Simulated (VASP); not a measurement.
Wanted: the native input for a VASP 6.6.1 run.

```
Task                   : single point
Functional             : r2SCAN
Potentials or basis    : VASP PAW PBE potentials, release 64 (Ba_sv, Ti_sv, O)
Cutoff                 : 520 eV
k mesh                 : 6 × 6 × 6
Occupations            : gaussian, width 0.01 eV
Spin                   : no spin polarisation
Dipole correction      : no
Further INCAR settings : ALGO = Normal; EDIFF = 1e-06; NBANDS = 28
```

Crystal: BaTiO3.

```
Ba Ti O
1.0
     3.89260    0.00000    0.00000
     0.00000    3.89260    0.00000
     0.00000    0.00000    4.25875
Ba Ti O
1 1 3
Direct
  0.50000 0.50000 0.59314
  0.00000 0.00000 0.11211
  0.00000 0.50000 0.05917
  0.50000 0.00000 0.05917
  0.00000 0.00000 0.53640
```

This cell differs from its parent crystal: epitaxial xy strain -2.0%.

These files were run (other wordings do the same):

POSCAR

```
BaTiO3
1.0
    3.8925998650      0.0000000000      0.0000000000
    0.0000000000      3.8925998650      0.0000000000
    0.0000000000      0.0000000000      4.2587526924
Ba Ti O
1 1 3
Direct
    0.5000000000      0.5000000000      0.5931437032
    0.0000000000      0.0000000000      0.1121118325
    0.0000000000      0.5000000000      0.0591699801
    0.5000000000      0.0000000000      0.0591699801
    0.0000000000      0.0000000000      0.5364014941
```

INCAR.step1

```
SYSTEM = BaTiO3
PREC = Accurate
ENCUT = 520
ISMEAR = 0
SIGMA = 0.01
LREAL = .FALSE.
LASPH = .TRUE.
NELM = 80
NBANDS = 28
GGA = PE
ALGO = Normal
EDIFF = 1E-4
LWAVE = .TRUE.
LCHARG = .FALSE.
```

INCAR.step2

```
SYSTEM = BaTiO3
PREC = Accurate
ENCUT = 520
EDIFF = 1E-6
ISMEAR = 0
SIGMA = 0.01
LREAL = .FALSE.
LASPH = .TRUE.
NELM = 80
ALGO = Normal
ISIF = 2
LWAVE = .FALSE.
LCHARG = .TRUE.
METAGGA = R2SCAN
LMIXTAU = .TRUE.
LELF = .TRUE.
LVHAR = .TRUE.
NBANDS = 28
ISTART = 1
```

KPOINTS

```
regular mesh
0
G
  6 6 6
  0 0 0
```

Potentials or basis: VASP PAW PBE potentials, release 64 (Ba_sv, Ti_sv, O).

Launch:

```bash
$ cat potpaw_PBE.64/Ba_sv/POTCAR potpaw_PBE.64/Ti_sv/POTCAR potpaw_PBE.64/O/POTCAR > POTCAR
$ cp INCAR.step1 INCAR
$ mpirun -np 1 vasp_std > vasp.out
$ cp INCAR.step2 INCAR
$ mpirun -np 1 vasp_std > vasp.out
```

It gave:

The pressure is 5.8 GPa. The largest force is 0.170 eV/Å and the band gap on the k mesh is 2.28 eV, indirect (least direct gap 2.95 eV).

Caveat: the cell differs from its parent crystal (epitaxial xy strain -2.0%); the PAW data sets were made with another functional, which shifts forces and pressure a little; spin-orbit coupling is left out, which moves the levels of the heavy elements.

Run time: 3.5 min on 1 thread of AMD EPYC 7R13 Processor (Zen 3), with other jobs on the host, peak memory 0.19 GiB.
